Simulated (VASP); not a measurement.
A run of VASP 6.6.1:

INCAR

```
SYSTEM = Ta
PREC = Accurate
ENCUT = 500
EDIFF = 1E-6
ISMEAR = -1
SIGMA = 0.1
LREAL = .False.
LASPH = .True.
NELM = 200
ALGO = Normal
ISIF = 2
LWAVE = .False.
LCHARG = .False.
ISPIN = 2
MAGMOM = -1
LORBIT = 11
LMAXMIX = 4
GGA = PE
IVDW = 12
NBANDS = 16
GGA_COMPAT = .False.
```

The input KPOINTS:

```
Automatic mesh
0
Gamma
  18 18 18
  0 0 0
```

The input POSCAR:

```
Ta
1.0
   -1.6607199181      1.6607199181      1.6607199181
    1.6607199181     -1.6607199181      1.6607199181
    1.6607199181      1.6607199181     -1.6607199181
Ta
1
Direct
    0.0000000000      0.0000000000      0.0000000000
```

Potentials or basis: VASP PAW PBE potentials, release 64 (Ta_pv).

Launch:

```sh
$ cat potpaw_PBE.64/Ta_pv/POTCAR > POTCAR
$ mpirun -np 1 vasp_std > vasp.out
```

Hardware: 1 thread of Intel(R) Xeon(R) 6975P-C (Granite Rapids) (shared host).

Estimate the wall time of this run.

Run time: 33 s on 1 thread of Intel(R) Xeon(R) 6975P-C (Granite Rapids), with other jobs on the host, peak memory 0.21 GiB. Counts: scf iterations 14, k points 195.
